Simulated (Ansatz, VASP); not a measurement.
## One calculation of TaO, two programs

```xyz
2
Lattice="3.0661 0.0000 0.0000 -1.5331 2.6553 0.0000 0.0000 0.0000 3.8550" Properties=species:S:1:pos:R:3 pbc="T T T"
Ta    0.0000    0.0000    1.9275
O     0.0000    0.0000    0.0000
```

Alike in both runs: task single point; functional B3LYP; k mesh 5 × 5 × 4; occupations fermi-dirac, width 0.05 eV; no spin polarisation.

|  | VASP | Ansatz |
| --- | --- | --- |
| version | VASP 6.6.1 | Ansatz 0.2.0 |
| potentials or method | VASP PAW PBE potentials, release 64 (Ta_pv, O) | Ansatz PAW |
| plane-wave cutoff (eV) | 520 | 420 |
| valence electrons in the cell | 17 | 19 |

|  | VASP | Ansatz | Ansatz less VASP |
| --- | --- | --- | --- |
| gap on the k mesh at the Fermi level (eV) | none | none | - |
| pressure (GPa) | 0.5 | 0.0 | -0.51 |
| traceless stress, the component that is largest in VASP (GPa) | -2.36 | -3.93 | -1.570 |

VASP's potentials were made for PBE, not for B3LYP. A gap of «none» marks a metal or a gap that the smearing closes. VASP's potentials hold 17 valence electrons a cell and Ansatz's 19, so a difference there can come from the potentials and not from the codes.

The k mesh is coarse, so the values compare programs but aren't converged. Neither program's run includes spin-orbit coupling.
